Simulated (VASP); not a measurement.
# CdS (F-43m) in VASP: further runs

CdS is run at these levels: r2SCAN; tasks: single point, relaxation of cell and atoms.

Program: VASP 6.6.1. These are calculated values, not measurements. Logs are shortened: lines on timing, memory, paths and dates and some standing lists are left out, and cuts for length are marked.

**1. The cell of the first run**

It takes space group F-43m (No. 216, cubic). Conventional cell: a = 5.886 Å, b = 5.886 Å, c = 5.886 Å, α = 90.00°, β = 90.00°, γ = 90.00°. Within 3.4 Å of Cd (site symmetry -43m) lie 4 S at 2.55 Å. Within 3.4 Å of S (site symmetry -43m) lie 4 Cd at 2.55 Å.

**2. Single point, r2SCAN**

File POSCAR:

```
CdS
1.0
    0.0000000000      2.9429534649      2.9429534649
    2.9429534649      0.0000000000      2.9429534649
    2.9429534649      2.9429534649      0.0000000000
Cd S
1 1
Direct
    0.0000000000      0.0000000000      0.0000000000
    0.2500000000      0.2500000000      0.2500000000
```

File INCAR.step1:

```
SYSTEM = CdS
PREC     = Accurate       ! precision mode
ENCUT    = 520            ! plane-wave cutoff, eV
ISMEAR   = 0              ! smearing method
SIGMA    = 0.1            ! smearing width, eV
LREAL    = .FALSE.        ! projectors in reciprocal space
LASPH    = .TRUE.         ! aspherical terms in the spheres
NELM     = 100            ! most SCF steps
NBANDS   = 16             ! bands
GGA      = PE             ! functional
ALGO     = Normal         ! electronic algorithm
EDIFF    = 1E-4           ! SCF threshold, eV
LWAVE    = .TRUE.         ! write WAVECAR
LCHARG   = .FALSE.        ! write CHGCAR
```

File INCAR.step2:

```
SYSTEM = CdS
PREC     = Accurate       ! precision mode
ENCUT    = 520            ! plane-wave cutoff, eV
EDIFF    = 1E-6           ! SCF threshold, eV
ISMEAR   = 0              ! smearing method
SIGMA    = 0.1            ! smearing width, eV
LREAL    = .FALSE.        ! projectors in reciprocal space
LASPH    = .TRUE.         ! aspherical terms in the spheres
NELM     = 100            ! most SCF steps
ALGO     = Normal         ! electronic algorithm
ISIF     = 2              ! what is computed and relaxed
LWAVE    = .FALSE.        ! write WAVECAR
LCHARG   = .FALSE.        ! write CHGCAR
METAGGA  = R2SCAN         ! meta-GGA
LMIXTAU  = .TRUE.       
NBANDS   = 16             ! bands
ISTART   = 1
```

File KPOINTS:

```
Automatic mesh
0
G
  6 6 6
  0 0 0
```

Potentials or basis: VASP PAW PBE potentials, release 64 (Cd, S).

Launch:

```bash
cat potpaw_PBE.64/Cd/POTCAR potpaw_PBE.64/S/POTCAR > POTCAR
cp INCAR.step1 INCAR
mpirun -np 1 vasp_std > vasp.out
cp INCAR.step2 INCAR
mpirun -np 1 vasp_std > vasp.out
```

OUTCAR:

```text
SYSTEM = CdS
   PREC = Accurate
   ENCUT = 520
   EDIFF = 1E-6
   ISMEAR = 0
   LREAL = .FALSE.
   LASPH = .TRUE.
   NELM = 100
   ISIF = 2
   METAGGA = R2SCAN
   ISTART = 1

 ion  position               nearest neighbor table
   1  0.000  0.000  0.000-   2 2.55   2 2.55   2 2.55   2 2.55
   2  0.250  0.250  0.250-   1 2.55   1 2.55   1 2.55   1 2.55

  LATTYP: Found a face centered cubic cell.
 ALAT       =     5.8859069298

  Lattice vectors:

 A1 = (   0.0000000000,   2.9429534649,   2.9429534649)
 A2 = (   2.9429534649,   0.0000000000,   2.9429534649)
 A3 = (   2.9429534649,   2.9429534649,   0.0000000000)

Analysis of symmetry for initial positions (statically):
=====================================================================
 Subroutine PRICEL returns:
 Original cell was already a primitive cell.

 Routine SETGRP: Setting up the symmetry group for a
 face centered cubic supercell.

 Subroutine GETGRP returns: Found 24 space group operations
 (whereof 24 operations were pure point group operations)
 out of a pool of 48 trial point group operations.

The static configuration has the point symmetry T_d .

Analysis of symmetry for dynamics (positions and initial velocities):
=====================================================================
 Subroutine PRICEL returns:
 Original cell was already a primitive cell.

 Routine SETGRP: Setting up the symmetry group for a
 face centered cubic supercell.

 Subroutine GETGRP returns: Found 24 space group operations
 (whereof 24 operations were pure point group operations)
 out of a pool of 48 trial point group operations.

The dynamic configuration has the point symmetry T_d .

 Subroutine INISYM returns: Found 24 space group operations
 (whereof 24 operations are pure point group operations),
 and found     1 'primitive' translations

----------------------------------------------------------------------------------------

                                     Primitive cell

  volume of cell :      50.9777

  direct lattice vectors                    reciprocal lattice vectors
     0.000000000  2.942953465  2.942953465    -0.169897352  0.169897352  0.169897352
     2.942953465  0.000000000  2.942953465     0.169897352 -0.169897352  0.169897352
     2.942953465  2.942953465  0.000000000     0.169897352  0.169897352 -0.169897352

  length of vectors
     4.161964703  4.161964703  4.161964703     0.294270845  0.294270845  0.294270845

  position of ions in fractional coordinates (direct lattice)
     0.000000000  0.000000000  0.000000000
     0.250000000  0.250000000  0.250000000

  ion indices of the primitive-cell ions
   primitive index   ion index
                 1           1
                 2           2

----------------------------------------------------------------------------------------

 KPOINTS: Automatic mesh

Automatic generation of k-mesh.
 Grid dimensions read from file:
 generate k-points for:    6    6    6

 Generating k-lattice:

  Cartesian coordinates                     Fractional coordinates (reciprocal lattice)
    -0.028316225  0.028316225  0.028316225     0.166666667  0.000000000  0.000000000
     0.028316225 -0.028316225  0.028316225     0.000000000  0.166666667  0.000000000
     0.028316225  0.028316225 -0.028316225     0.000000000  0.000000000  0.166666667

  Length of vectors
     0.049045141  0.049045141  0.049045141

  Shift w.r.t. Gamma in fractional coordinates (k-lattice)
     0.000000000  0.000000000  0.000000000

 Subroutine IBZKPT returns following result:
 ===========================================

 Found     16 irreducible k-points:

 Following reciprocal coordinates:
            Coordinates               Weight
  0.000000  0.000000  0.000000      1.000000
  0.166667  0.000000  0.000000      8.000000
  0.333333  0.000000  0.000000      8.000000
  0.500000  0.000000  0.000000      4.000000
  0.166667  0.166667  0.000000      6.000000
  0.333333  0.166667  0.000000     24.000000
[... 8 lines left out ...]
 -0.333333  0.333333  0.166667     24.000000
 -0.333333  0.500000  0.166667     12.000000
   k-points           NKPTS =     16   k-points in BZ     NKDIM =     16   number of bands    NBANDS=     16
   number of dos      NEDOS =    301   number of ions     NIONS =      2
   total plane-waves  NPLWV =  32768
   dimension x,y,z NGX =    32 NGY =   32 NGZ =   32
   dimension x,y,z NGXF=    64 NGYF=   64 NGZF=   64
   ions per type =               1   1
   NGX,Y,Z   is equivalent  to a cutoff of  12.78, 12.78, 12.78 a.u.
   NGXF,Y,Z  is equivalent  to a cutoff of  25.56, 25.56, 25.56 a.u.
 SYSTEM =  CdS
   PREC   = accura    normal or accurate (medium, high low for compatibility)
   ISTART =      1    job   : 0-new  1-cont  2-samecut
   ICHARG =      0    charge: 1-file 2-atom 10-const
   ISPIN  =      1    spin polarized calculation?
   LNONCOLLINEAR =      F non collinear calculations
   LSORBIT =      F    spin-orbit coupling
   LASPH  =      T    aspherical Exc in radial PAW
   ENCUT  =  520.0 eV  38.22 Ry    6.18 a.u.   7.74  7.74  7.74*2*pi/ulx,y,z
   NELM   =    100;   NELMIN=  2; NELMDL=  0     # of ELM steps
   EDIFF  = 0.1E-05   stopping-criterion for ELM
   LREAL  =      F    real-space projection
   EDIFFG = 0.1E-04   stopping-criterion for IOM
   NSW    =      0    number of steps for IOM
   IBRION =     -1    ionic relax: 0-MD 1-quasi-New 2-CG
   NFREE  =      0    steps in history (QN), initial steepest desc. (CG)
   ISIF   =      2    stress and relaxation
   ISYM   =      2    0-nonsym 1-usesym 2-fastsym
   POTIM  = 0.5000    time-step for ionic-motion
   TEBEG  =    0.0;   TEEND  =   0.0 temperature during run
   PSTRESS=    0.0 pullay stress
   NELECT =      18.0000    total number of electrons
   NUPDOWN=      -1.0000    fix difference up-down
   EMIN   =  10.00;   EMAX   =-10.00  energy-range for DOS
   EFERMI =   0.00;   METHOD = LEGACY
   ISMEAR =     0;   SIGMA  =   0.10  broadening in eV -4-tet -1-fermi 0-gaus
   EFERMI_NEDOS =   21; number of points for ismear=-14 and -15
   IALGO  =     38    algorithm
   IMIX   =      4    mixing-type and parameters
     AMIX     =   0.40;   BMIX     =  1.00
     AMIX_MAG =   1.60;   BMIX_MAG =  1.00
  volume/ion in A,a.u.               =      25.49       172.01
  Fermi-wavevector in a.u.,A,eV,Ry     =   1.157104  2.186609 18.216690  1.338889
  Thomas-Fermi vector in A             =   2.293718
   LORBIT       =      0    0 simple, 1 ext, 2 COOP (PROOUT), +10 PAW based schemes
   METAGGA = R2SCAN    functional components
   LHFCALC =     F    Hartree Fock is set to
   AEXX    =    0.0000 exact exchange contribution
   IVDW    =     0    specifies the selected vdW correction
   LEPSILON=     F    determine dielectric tensor
   LRPA    =     F    only Hartree local field effects (RPA)
 non-spin polarized calculation
 Gauss-broadening in eV      SIGMA  =   0.10
  energy-cutoff  :      520.00
  volume of cell :       50.98
 maximum number of plane-waves:      1384
   NGX = 15   NGY = 15   NGZ = 15

 number of electron      18.0000005 magnetization

 Free energy of the ion-electron system (eV)
  ---------------------------------------------------
  ext. energy  EPLUGINS =         0.00000000
  ---------------------------------------------------
  free energy    TOTEN  =       -29.68458886 eV

  energy without entropy =      -29.68458886  energy(sigma->0) =      -29.68458886

 E-fermi :   1.2320     XC(G=0):  -9.5997

 val. band max:        0.8222963764   @ k =   0.0000   0.0000   0.0000
 cond. band min:       2.3507666591   @ k =   0.0000   0.0000   0.0000
 fundamental gap:      1.5284702827
 Fermi energy:         1.2320211184

 k-point     1 :       0.0000    0.0000    0.0000
  band No.  band energies     occupation
      1     -11.8855      2.00000
      2      -7.0524      2.00000
      3      -7.0524      2.00000
      4      -7.0524      2.00000
      5      -6.5774      2.00000
      6      -6.5774      2.00000
[... 8 lines left out ...]
     15      12.7909      0.00000
     16      12.7909      0.00000

 k-point     2 :       0.1667    0.0000    0.0000
  band No.  band energies     occupation
      1     -11.7847      2.00000
      2      -7.0156      2.00000
      3      -7.0156      2.00000
      4      -6.9477      2.00000
      5      -6.5778      2.00000
      6      -6.5778      2.00000
[... 8 lines left out ...]
     15      11.9692      0.00000
     16      13.0295      0.00000

 k-point     3 :       0.3333    0.0000    0.0000
  band No.  band energies     occupation
      1     -11.5823      2.00000
      2      -6.9544      2.00000
      3      -6.9544      2.00000
      4      -6.5783      2.00000
      5      -6.5615      2.00000
      6      -6.5615      2.00000
[... 8 lines left out ...]
     15      12.4317      0.00000
     16      12.4317      0.00000

 k-point     4 :       0.5000    0.0000    0.0000
  band No.  band energies     occupation
      1     -11.4817      2.00000
      2      -6.9325      2.00000
      3      -6.9325      2.00000
      4      -6.5422      2.00000
      5      -6.5422      2.00000
      6      -6.2151      2.00000
[... 8 lines left out ...]
     15      13.9413      0.00000
     16      13.9413      0.00000
[... 172 lines left out ...]
 k-point    14 :       0.5000    0.3333    0.1667
  band No.  band energies     occupation
      1     -11.4531      2.00000
      2      -6.8651      2.00000
      3      -6.8557      2.00000
      4      -6.6669      2.00000
      5      -6.5393      2.00000
      6      -6.2943      2.00000
[... 8 lines left out ...]
     15      14.3935      0.00000
     16      14.6617      0.00000

 k-point    15 :      -0.3333    0.3333    0.1667
  band No.  band energies     occupation
      1     -11.3891      2.00000
      2      -6.8573      2.00000
      3      -6.8201      2.00000
      4      -6.6157      2.00000
      5      -6.5593      2.00000
      6      -6.0489      2.00000
[... 8 lines left out ...]
     15      13.8329      0.00000
     16      14.7366      0.00000

 k-point    16 :      -0.3333    0.5000    0.1667
  band No.  band energies     occupation
      1     -11.3578      2.00000
      2      -6.8179      2.00000
      3      -6.7840      2.00000
      4      -6.6546      2.00000
      5      -6.5370      2.00000
      6      -6.0200      2.00000
[... 8 lines left out ...]
     15      14.6254      0.00000
     16      14.6782      0.00000

------------------------ aborting loop because EDIFF is reached ----------------------------------------

  FORCE on cell =-STRESS in cart. coord.  units (eV):
  Direction    XX          YY          ZZ          XY          YZ          ZX
  --------------------------------------------------------------------------------------
  -------------------------------------------------------------------------------------
  Total        0.0196979      0.0196979      0.0196979      0.0000000      0.0000000     -0.0000000
  in kB        0.6190851      0.6190851      0.6190851      0.0000000      0.0000000     -0.0000000
  external PRESSURE =       0.6190851 kB  Pullay stress =       0.0000000 kB

 VOLUME and BASIS-vectors are now :
 -----------------------------------------------------------------------------
  energy-cutoff  :      520.00
  volume of cell :       50.98
      direct lattice vectors                 reciprocal lattice vectors
     0.000000000  2.942953465  2.942953465    -0.169897352  0.169897352  0.169897352
     2.942953465  0.000000000  2.942953465     0.169897352 -0.169897352  0.169897352
     2.942953465  2.942953465  0.000000000     0.169897352  0.169897352 -0.169897352

 POSITION                                       TOTAL-FORCE (eV/Angst)
 -----------------------------------------------------------------------------------
      0.00000      0.00000      0.00000        -0.000000     -0.000000     -0.000000
      1.47148      1.47148      1.47148         0.000000      0.000000      0.000000
 -----------------------------------------------------------------------------------
    total drift:                               -0.000004     -0.000004     -0.000004

  FREE ENERGIE OF THE ION-ELECTRON SYSTEM (eV)
  ---------------------------------------------------
  free  energy   TOTEN  =       -29.6845888619 eV

  energy  without entropy=      -29.6845888618  energy(sigma->0) =      -29.68458886
```

Run time: 19 s. Hardware: 1 thread of Intel Xeon 6975P-C (Granite Rapids), shared host; peak memory 0.18 GiB.

What came out:

- Free energy: -29.6846 eV
- Pressure: 0.1 GPa
- Band gap on the k mesh: 1.53 eV

Caveat: the PAW data sets were made with another functional, which shifts forces and pressure a little.

(Continued in part 2 of 2.)
